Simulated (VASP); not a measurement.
# Rh: single point with PBE

Crystal: Rh.

```
CELL_PARAMETERS angstrom
2.74907 0.00000 0.00000
-1.37453 2.38076 0.00000
0.00000 0.00000 4.45782
ATOMIC_POSITIONS crystal
Rh 0.33333 0.66667 0.25000
Rh 0.66667 0.33333 0.75000
```

```json
{
  "Program": "VASP 6.6.1",
  "Task": "single point",
  "Functional": "PBE",
  "Potentials or basis": "VASP PAW PBE potentials, release 64 (Rh_pv)",
  "Cutoff": "520 eV",
  "k mesh": "11 × 11 × 6",
  "Occupations": "fermi-dirac, width 0.05 eV",
  "Spin": "no spin polarisation"
}
```

| Item | Value |
| --- | --- |
| Pressure | -7.9 GPa |
| Band gap on the k mesh | zero (band 15 reaches 11.48 eV, above the bottom of band 16 at 9.35 eV) |

Stress tensor (GPa, compression positive):
```
-7.44  0.00  0.00
 0.00 -7.44  0.00
 0.00  0.00 -8.76
```

Levels at points of the mesh, in eV from the Fermi level:
```csv
k point,band 12,band 13,band 14,band 15,band 16,band 17,band 18,band 19
"(0.00, 0.00, 0.00)",-2.28,-2.28,-1.72,-1.72,0.13,0.13,0.79,8.04
"(0.00, 0.00, 0.50)",-2.85,-2.85,-2.85,-0.39,-0.39,-0.39,-0.39,14.54
```

Wall time 18 s on 1 thread of Intel(R) Xeon(R) Platinum 8488C (Sapphire Rapids), with other jobs on the host, peak memory 0.16 GiB.
